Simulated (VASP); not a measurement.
# TeAu (F-43m) in VASP: a series of runs

Runs on TeAu. Level: PBE. Tasks: single point.

All numbers are computed with VASP 6.6.1; they aren't measurements. Logs are shortened: lines on timing, memory, paths and dates and some standing lists are left out, and cuts for length are marked.

### 1 The cell of the first run

Symmetry: F-43m, No. 216, cubic system. The conventional cell has a = 6.154 Å, b = 6.154 Å, c = 6.154 Å, α = 90.00°, β = 90.00°, γ = 90.00°. Within 3.5 Å of Te (site symmetry -43m) lie 4 Au at 2.66 Å. Au (site symmetry -43m) has 4 Te at 2.66 Å within 3.5 Å.

### 2 Single point, PBE

INCAR

```
  PREC = Accurate
  ENCUT = 520
  EDIFF = 1E-6
  ISMEAR = 0
  SIGMA = 0.1
  LREAL = F
  LASPH = T
  NELM = 60
  ALGO = Normal
  ISIF = 2
  LWAVE = F
  LCHARG = T
  GGA = PE
  LELF = T
  LVHAR = T
  NBANDS = 16
```

KPOINTS

```
regular mesh
0
Gamma
  6 6 6
```

POSCAR

```
TeAu
1.0
    0.0000000000      3.0769727800      3.0769727800
    3.0769727800      0.0000000000      3.0769727800
    3.0769727800      3.0769727800      0.0000000000
Te Au
1 1
Direct
    0.0000000000      0.0000000000      0.0000000000
    0.7500000000      0.7500000000      0.7500000000
```

Potentials or basis: VASP PAW PBE potentials, release 64 (Te, Au).

On the command line:

```console
cat potpaw_PBE.64/Te/POTCAR potpaw_PBE.64/Au/POTCAR > POTCAR
mpirun -np 1 vasp_std > vasp.out
```

OUTCAR:

```text
PREC = Accurate
   ENCUT = 520
   EDIFF = 1E-6
   ISMEAR = 0
   LREAL = F
   LASPH = T
   NELM = 60
   ISIF = 2
   GGA = PE

 ion  position               nearest neighbor table
   1  0.000  0.000  0.000-   2 2.66   2 2.66   2 2.66   2 2.66
   2  0.750  0.750  0.750-   1 2.66   1 2.66   1 2.66   1 2.66

  LATTYP: Found a face centered cubic cell.
 ALAT       =     6.1539455600

  Lattice vectors:

 A1 = (   0.0000000000,   3.0769727800,   3.0769727800)
 A2 = (   3.0769727800,   0.0000000000,   3.0769727800)
 A3 = (   3.0769727800,   3.0769727800,   0.0000000000)

Analysis of symmetry for initial positions (statically):
=====================================================================
 Subroutine PRICEL returns:
 Original cell was already a primitive cell.

 Routine SETGRP: Setting up the symmetry group for a
 face centered cubic supercell.

 Subroutine GETGRP returns: Found 24 space group operations
 (whereof 24 operations were pure point group operations)
 out of a pool of 48 trial point group operations.

The static configuration has the point symmetry T_d .

Analysis of symmetry for dynamics (positions and initial velocities):
=====================================================================
 Subroutine PRICEL returns:
 Original cell was already a primitive cell.

 Routine SETGRP: Setting up the symmetry group for a
 face centered cubic supercell.

 Subroutine GETGRP returns: Found 24 space group operations
 (whereof 24 operations were pure point group operations)
 out of a pool of 48 trial point group operations.

The dynamic configuration has the point symmetry T_d .

 Subroutine INISYM returns: Found 24 space group operations
 (whereof 24 operations are pure point group operations),
 and found     1 'primitive' translations

----------------------------------------------------------------------------------------

                                     Primitive cell

  volume of cell :      58.2641

  direct lattice vectors                    reciprocal lattice vectors
     0.000000000  3.076972780  3.076972780    -0.162497375  0.162497375  0.162497375
     3.076972780  0.000000000  3.076972780     0.162497375 -0.162497375  0.162497375
     3.076972780  3.076972780  0.000000000     0.162497375  0.162497375 -0.162497375

  length of vectors
     4.351496637  4.351496637  4.351496637     0.281453710  0.281453710  0.281453710

  position of ions in fractional coordinates (direct lattice)
     0.000000000  0.000000000  0.000000000
     0.750000000  0.750000000  0.750000000

  ion indices of the primitive-cell ions
   primitive index   ion index
                 1           1
                 2           2

----------------------------------------------------------------------------------------

 KPOINTS: regular mesh

Automatic generation of k-mesh.
 Grid dimensions read from file:
 generate k-points for:    6    6    6

 Generating k-lattice:

  Cartesian coordinates                     Fractional coordinates (reciprocal lattice)
    -0.027082896  0.027082896  0.027082896     0.166666667  0.000000000  0.000000000
     0.027082896 -0.027082896  0.027082896     0.000000000  0.166666667  0.000000000
     0.027082896  0.027082896 -0.027082896     0.000000000  0.000000000  0.166666667

  Length of vectors
     0.046908952  0.046908952  0.046908952

  Shift w.r.t. Gamma in fractional coordinates (k-lattice)
     0.000000000  0.000000000  0.000000000

 Subroutine IBZKPT returns following result:
 ===========================================

 Found     16 irreducible k-points:

 Following reciprocal coordinates:
            Coordinates               Weight
  0.000000  0.000000  0.000000      1.000000
  0.166667  0.000000  0.000000      8.000000
  0.333333  0.000000  0.000000      8.000000
  0.500000  0.000000  0.000000      4.000000
  0.166667  0.166667  0.000000      6.000000
  0.333333  0.166667  0.000000     24.000000
[... 8 lines left out ...]
 -0.333333  0.333333  0.166667     24.000000
 -0.333333  0.500000  0.166667     12.000000
   k-points           NKPTS =     16   k-points in BZ     NKDIM =     16   number of bands    NBANDS=     16
   number of dos      NEDOS =    301   number of ions     NIONS =      2
   total plane-waves  NPLWV =  32768
   dimension x,y,z NGX =    32 NGY =   32 NGZ =   32
   dimension x,y,z NGXF=    64 NGYF=   64 NGZF=   64
   ions per type =               1   1
   NGX,Y,Z   is equivalent  to a cutoff of  12.23, 12.23, 12.23 a.u.
   NGXF,Y,Z  is equivalent  to a cutoff of  24.45, 24.45, 24.45 a.u.
 SYSTEM =  unknown system
   PREC   = accura    normal or accurate (medium, high low for compatibility)
   ISTART =      0    job   : 0-new  1-cont  2-samecut
   ICHARG =      2    charge: 1-file 2-atom 10-const
   ISPIN  =      1    spin polarized calculation?
   LNONCOLLINEAR =      F non collinear calculations
   LSORBIT =      F    spin-orbit coupling
   LASPH  =      T    aspherical Exc in radial PAW
   ENCUT  =  520.0 eV  38.22 Ry    6.18 a.u.   8.09  8.09  8.09*2*pi/ulx,y,z
   NELM   =     60;   NELMIN=  2; NELMDL= -5     # of ELM steps
   EDIFF  = 0.1E-05   stopping-criterion for ELM
   LREAL  =      F    real-space projection
   EDIFFG = 0.1E-04   stopping-criterion for IOM
   NSW    =      0    number of steps for IOM
   IBRION =     -1    ionic relax: 0-MD 1-quasi-New 2-CG
   NFREE  =      0    steps in history (QN), initial steepest desc. (CG)
   ISIF   =      2    stress and relaxation
   ISYM   =      2    0-nonsym 1-usesym 2-fastsym
   POTIM  = 0.5000    time-step for ionic-motion
   TEBEG  =    0.0;   TEEND  =   0.0 temperature during run
   PSTRESS=    0.0 pullay stress
   NELECT =      17.0000    total number of electrons
   NUPDOWN=      -1.0000    fix difference up-down
   EMIN   =  10.00;   EMAX   =-10.00  energy-range for DOS
[... 5 lines left out ...]
     AMIX     =   0.40;   BMIX     =  1.00
     AMIX_MAG =   1.60;   BMIX_MAG =  1.00
  volume/ion in A,a.u.               =      29.13       196.59
  Fermi-wavevector in a.u.,A,eV,Ry     =   1.085819  2.051901 16.041312  1.179003
  Thomas-Fermi vector in A             =   2.221942
   LORBIT       =      0    0 simple, 1 ext, 2 COOP (PROOUT), +10 PAW based schemes
   GGA     = PE    functional components
   LHFCALC =     F    Hartree Fock is set to
   AEXX    =    0.0000 exact exchange contribution
   IVDW    =     0    specifies the selected vdW correction
   LEPSILON=     F    determine dielectric tensor
   LRPA    =     F    only Hartree local field effects (RPA)
 non-spin polarized calculation
 Gauss-broadening in eV      SIGMA  =   0.10
  energy-cutoff  :      520.00
  volume of cell :       58.26
 maximum number of plane-waves:      1588
   NGX = 17   NGY = 17   NGZ = 17

 number of electron      16.9999998 magnetization

 Free energy of the ion-electron system (eV)
  ---------------------------------------------------
  ext. energy  EPLUGINS =         0.00000000
  ---------------------------------------------------
  free energy    TOTEN  =        -6.35548337 eV

  energy without entropy =       -6.34421557  energy(sigma->0) =       -6.34984947

 E-fermi :   5.1800     XC(G=0):  -9.4648

 val. band max:        5.1741724283   @ k =   0.3333   0.1667   0.0000
 cond. band min:       5.4754823712   @ k =   0.5000   0.0000   0.0000
 fundamental gap:      0.3013099429
 Fermi energy:         5.1800451044

 k-point     1 :       0.0000    0.0000    0.0000
  band No.  band energies     occupation
      1      -7.0359      2.00000
      2      -0.0706      2.00000
      3      -0.0706      2.00000
      4      -0.0706      2.00000
      5       1.2795      2.00000
      6       1.2795      2.00000
[... 8 lines left out ...]
     15      16.2174      0.00000
     16      16.2174      0.00000

 k-point     2 :       0.1667    0.0000    0.0000
  band No.  band energies     occupation
      1      -6.8643      2.00000
      2      -0.1450      2.00000
      3      -0.0005      2.00000
      4      -0.0005      2.00000
      5       1.2671      2.00000
      6       1.2671      2.00000
[... 8 lines left out ...]
     15      15.1442      0.00000
     16      15.1442      0.00000

 k-point     3 :       0.3333    0.0000    0.0000
  band No.  band energies     occupation
      1      -6.4835      2.00000
      2      -0.1624      2.00000
      3       0.1237      2.00000
      4       0.1237      2.00000
      5       1.2889      2.00000
      6       1.2889      2.00000
[... 8 lines left out ...]
     15      15.4830      0.00000
     16      15.4830      0.00000

 k-point     4 :       0.5000    0.0000    0.0000
  band No.  band energies     occupation
      1      -6.2695      2.00000
      2       0.0019      2.00000
      3       0.1726      2.00000
      4       0.1726      2.00000
      5       1.3327      2.00000
      6       1.3327      2.00000
[... 8 lines left out ...]
     15      16.5955      0.00000
     16      16.5955      0.00000

 k-point     5 :       0.1667    0.1667    0.0000
  band No.  band energies     occupation
      1      -6.8062      2.00000
      2      -0.2421      2.00000
      3       0.0661      2.00000
      4       0.0661      2.00000
      5       1.2018      2.00000
      6       1.3162      2.00000
[... 8 lines left out ...]
     15      15.5191      0.00000
     16      16.3969      0.00000

 k-point     6 :       0.3333    0.1667    0.0000
  band No.  band energies     occupation
      1      -6.4900      2.00000
      2      -0.3170      2.00000
      3       0.2001      2.00000
      4       0.2159      2.00000
      5       1.1933      2.00000
      6       1.3459      2.00000
[... 8 lines left out ...]
     15      16.0080      0.00000
     16      16.2929      0.00000

 k-point     7 :       0.5000    0.1667    0.0000
  band No.  band energies     occupation
      1      -6.2062      2.00000
      2      -0.1147      2.00000
      3       0.2667      2.00000
      4       0.2848      2.00000
      5       1.2862      2.00000
      6       1.3420      2.00000
[... 8 lines left out ...]
     15      16.3673      0.00000
     16      16.7547      0.00000

 k-point     8 :      -0.3333    0.1667    0.0000
  band No.  band energies     occupation
      1      -6.2792      2.00000
      2      -0.0718      2.00000
      3       0.1665      2.00000
      4       0.2266      2.00000
      5       1.2471      2.00000
      6       1.3208      2.00000
[... 8 lines left out ...]
     15      15.4506      0.00000
     16      16.8393      0.00000

 k-point     9 :      -0.1667    0.1667    0.0000
  band No.  band energies     occupation
      1      -6.6192      2.00000
      2      -0.2085      2.00000
      3       0.0863      2.00000
      4       0.1139      2.00000
      5       1.2120      2.00000
      6       1.3190      2.00000
[... 8 lines left out ...]
     15      15.7396      0.00000
     16      15.9237      0.00000

 k-point    10 :       0.3333    0.3333    0.0000
  band No.  band energies     occupation
      1      -6.2888      2.00000
      2      -0.5312      2.00000
      3       0.4319      2.00000
      4       0.4319      2.00000
      5       1.1560      2.00000
      6       1.3909      2.00000
[... 8 lines left out ...]
     15      16.3257      0.00000
     16      18.8148      0.00000

 k-point    11 :       0.5000    0.3333    0.0000
  band No.  band energies     occupation
      1      -6.0680      2.00000
      2      -0.4608      2.00000
      3       0.5478      2.00000
      4       0.5591      2.00000
      5       1.3404      2.00000
      6       1.3814      2.00000
[... 8 lines left out ...]
     15      16.9112      0.00000
     16      18.2322      0.00000

 k-point    12 :      -0.3333    0.3333    0.0000
  band No.  band energies     occupation
      1      -6.0657      2.00000
      2      -0.1278      2.00000
      3       0.4366      2.00000
      4       0.4459      2.00000
      5       1.1062      2.00000
      6       1.2820      2.00000
[... 8 lines left out ...]
     15      15.7811      0.00000
     16      18.4008      0.00000

 k-point    13 :       0.5000    0.5000    0.0000
  band No.  band energies     occupation
      1      -5.9921      2.00000
      2      -0.6428      2.00000
      3       0.7026      2.00000
      4       0.7026      2.00000
      5       1.4289      2.00000
      6       1.5943      2.00000
[... 8 lines left out ...]
     15      16.2904      0.00000
     16      18.0906      0.00000

 k-point    14 :       0.5000    0.3333    0.1667
  band No.  band energies     occupation
      1      -6.2137      2.00000
      2      -0.2758      2.00000
      3       0.2461      2.00000
      4       0.4382      2.00000
      5       1.2413      2.00000
      6       1.3379      2.00000
[... 8 lines left out ...]
     15      16.9851      0.00000
     16      17.7562      0.00000

 k-point    15 :      -0.3333    0.3333    0.1667
  band No.  band energies     occupation
      1      -6.0657      2.00000
      2      -0.0049      2.00000
      3       0.1264      2.00000
      4       0.5738      2.00000
      5       1.1525      2.00000
      6       1.3737      2.00000
[... 8 lines left out ...]
     15      16.9158      0.00000
     16      17.7248      0.00000

 k-point    16 :      -0.3333    0.5000    0.1667
  band No.  band energies     occupation
      1      -5.9928      2.00000
      2      -0.3080      2.00000
      3       0.4326      2.00000
      4       0.6422      2.00000
      5       1.2424      2.00000
      6       1.5384      2.00000
[... 8 lines left out ...]
     15      17.5126      0.00000
     16      18.0106      0.00000

------------------------ aborting loop because EDIFF is reached ----------------------------------------

  FORCE on cell =-STRESS in cart. coord.  units (eV):
  Direction    XX          YY          ZZ          XY          YZ          ZX
  --------------------------------------------------------------------------------------
  -------------------------------------------------------------------------------------
  Total        1.3618564      1.3618564      1.3618564      0.0000000     -0.0000000      0.0000000
  in kB       37.4490625     37.4490625     37.4490625      0.0000000     -0.0000000      0.0000000
  external PRESSURE =      37.4490625 kB  Pullay stress =       0.0000000 kB

 VOLUME and BASIS-vectors are now :
 -----------------------------------------------------------------------------
  energy-cutoff  :      520.00
  volume of cell :       58.26
      direct lattice vectors                 reciprocal lattice vectors
     0.000000000  3.076972780  3.076972780    -0.162497375  0.162497375  0.162497375
     3.076972780  0.000000000  3.076972780     0.162497375 -0.162497375  0.162497375
     3.076972780  3.076972780  0.000000000     0.162497375  0.162497375 -0.162497375

 POSITION                                       TOTAL-FORCE (eV/Angst)
 -----------------------------------------------------------------------------------
      0.00000      0.00000      0.00000        -0.000000     -0.000000     -0.000000
      4.61546      4.61546      4.61546         0.000000      0.000000      0.000000
 -----------------------------------------------------------------------------------
    total drift:                               -0.000000     -0.000000     -0.000000

  FREE ENERGIE OF THE ION-ELECTRON SYSTEM (eV)
  ---------------------------------------------------
  free  energy   TOTEN  =        -6.3554833655 eV

  energy  without entropy=       -6.3442155661  energy(sigma->0) =       -6.34984947
```

Run time: 6.2 s. Hardware: 1 thread of Intel Xeon 6975P-C (Granite Rapids), shared host; peak memory 0.18 GiB.

What came out:

* Free energy: -6.3555 eV
* Pressure: 3.7 GPa

Caveat: spin-orbit coupling is left out, which moves the levels of the heavy elements.

[end of part 1 of 2]
